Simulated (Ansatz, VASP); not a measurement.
One calculation of NaH, two programs

```
Na H
1.0
     0.00000    2.34555    2.34555
     2.34555    0.00000    2.34555
     2.34555    2.34555    0.00000
Na H
1 1
Direct
  0.00000 0.00000 0.00000
  0.50000 0.50000 0.50000
```

Alike in both runs: functional LDA; k mesh 8 × 8 × 8; no spin polarisation.

Ansatz relaxed the structure, and its values are those at the end. VASP's run is a single point on that final structure, the one shown.

```csv
,VASP,Ansatz
version,VASP 6.6.1,Ansatz 0.2.0
potentials or method,"VASP PAW LDA potentials, release 64 (Na_pv, H)","PAW with Ansatz's default frozen-core files, scalar-relativistic"
plane-wave cutoff (eV),500,420
occupations,"gaussian, width 0.01 eV",fixed
valence electrons in the cell,8,10
```

|  | VASP | Ansatz | Ansatz less VASP |
| --- | --- | --- | --- |
| pressure (GPa) | -0.1 | 0.0 | +0.10 |

LDA's correlation is that of Perdew and Zunger in VASP and of Perdew and Wang (1992) in Ansatz. VASP's potentials hold 8 valence electrons a cell and Ansatz's 10, so a difference there can come from the potentials and not from the codes.
